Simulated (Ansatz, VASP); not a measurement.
**Two plane-wave programs on KBr**

Contents of INCAR:

```
SYSTEM = KBr
PREC = Accurate
ENCUT = 500
EDIFF = 1E-6
ISMEAR = 0
SIGMA = 0.05
LREAL = .FALSE.
LASPH = .TRUE.
NELM = 120
ALGO = Normal
ISIF = 2
LWAVE = .FALSE.
LCHARG = .TRUE.
GGA = PS
LELF = .TRUE.
LVHAR = .TRUE.
NBANDS = 15
GGA_COMPAT = .FALSE.
```

KPOINTS

```
Automatic mesh
0
G
  8 8 8
  0 0 0
```

File POSCAR:

```
KBr
1.0
    0.0000000000      3.2750162544      3.2750162544
    3.2750162544      0.0000000000      3.2750162544
    3.2750162544      3.2750162544      0.0000000000
K Br
1 1
Direct
    0.0122136798      0.0122136798     -0.0122136798
    0.5000000000      0.5000000000      0.5000000000
```

Input for Ansatz:

```yaml
crystal:
  lattice:
    - [0.0, 3.2750162544, 3.2750162544]
    - [3.2750162544, 0.0, 3.2750162544]
    - [3.2750162544, 3.2750162544, 0.0]
  atoms:
    - { symbol: K, position: [0.0122136798, 0.0122136798, -0.0122136798] }
    - { symbol: Br, position: [0.5, 0.5, 0.5] }
basis:
  ecutwfc: 420
  ecutrho_ratio: 4
kpoints:
  mp_grid: { grid: [8, 8, 8] }
hamiltonian:
  xc: pbesol
scf:
  occupations: { method: gaussian, width: 0.05 }
output:
  forces: true
  stress: true
  eigenvalues: true
```

Alike in both runs: task single point; functional PBEsol; k mesh 8 × 8 × 8; occupations gaussian, width 0.05 eV; no spin polarisation.

|  | VASP | Ansatz |
| --- | --- | --- |
| version | VASP 6.6.1 | Ansatz 0.2.0 |
| potentials or method | VASP PAW PBE potentials, release 64 (K_sv, Br), cutoff 500 eV | scalar-relativistic, plane waves, PAW |
| valence electrons in the cell | 16 | 16 |

```csv
,VASP,Ansatz,Ansatz less VASP
gap on the k mesh at the Fermi level (eV),4.34,4.34,+0.003
least direct gap on the mesh (eV),4.34,4.34,+0.003
pressure (GPa),0.1,0.0,-0.05
"traceless stress, the component that is largest in VASP (GPa)",0.09,0.09,-0.002
rms of the force components (eV/Å),0.058,0.057,-0.0012
```

VASP's potentials were made for PBE, not for PBEsol. Atom by atom the forces differ by 0.001 eV/Å (rms over components).
